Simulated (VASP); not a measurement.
Here is a VASP 6.6.1 calculation.

Contents of POSCAR:

```
Ge
1.0
    0.0000000000      2.8476450493      2.8476450493
    2.8476450493      0.0000000000      2.8476450493
    2.8476450493      2.8476450493      0.0000000000
Ge
2
Direct
    0.7500000000      0.7500000000      0.7500000000
    0.5000000000      0.5000000000      0.5000000000
```

INCAR.step1

```
SYSTEM = Ge
PREC     = Accurate       ! precision mode
ENCUT    = 520            ! plane-wave cutoff, eV
EDIFF    = 1E-5           ! SCF threshold, eV
ISMEAR   = -1             ! smearing method
SIGMA    = 0.05           ! smearing width, eV
LREAL    = .FALSE.        ! projectors in reciprocal space
LASPH    = .TRUE.         ! aspherical terms in the spheres
NELM     = 100            ! most SCF steps
ALGO     = Normal         ! electronic algorithm
ISIF     = 2              ! what is computed and relaxed
LWAVE    = .TRUE.         ! write WAVECAR
LCHARG   = .FALSE.        ! write CHGCAR
GGA      = PE             ! functional
NBANDS   = 21             ! bands
```

Contents of INCAR.step2:

```
SYSTEM = Ge
PREC     = Accurate       ! precision mode
ENCUT    = 520            ! plane-wave cutoff, eV
EDIFF    = 1E-6           ! SCF threshold, eV
ISMEAR   = -1             ! smearing method
SIGMA    = 0.05           ! smearing width, eV
LREAL    = .FALSE.        ! projectors in reciprocal space
LASPH    = .TRUE.         ! aspherical terms in the spheres
NELM     = 100            ! most SCF steps
ALGO     = Normal         ! electronic algorithm
ISIF     = 2              ! what is computed and relaxed
LWAVE    = .FALSE.        ! write WAVECAR
LCHARG   = .FALSE.        ! write CHGCAR
GGA      = B3             ! functional
LHFCALC  = .TRUE.         ! exact exchange
AEXX     = 0.2            ! exact-exchange fraction
AGGAX    = 0.72         
AGGAC    = 0.81         
ALDAC    = 0.19         
PRECFOCK = Normal       
ISTART   = 1            
NBANDS   = 21             ! bands
```

Contents of KPOINTS:

```
Automatic mesh
0
G
  4 4 4
  0 0 0
```

Potentials or basis: VASP PAW PBE potentials, release 64 (Ge_d).

Run with:

```sh
$ cat potpaw_PBE.64/Ge_d/POTCAR > POTCAR
$ cp INCAR.step1 INCAR
$ mpirun -np 1 vasp_std > vasp.out
$ cp INCAR.step2 INCAR
$ mpirun -np 1 vasp_std > vasp.out
```

Problem. What does it give for the pressure?

Solution. 2.9 GPa.

Problem. What does it give for the band gap on the k mesh?

Solution. 0.91 eV.

Caveat: the k points lie up to 0.48 Å⁻¹ apart; the PAW data sets were made with another functional, which shifts forces and pressure a little. A k mesh can miss the band edges.
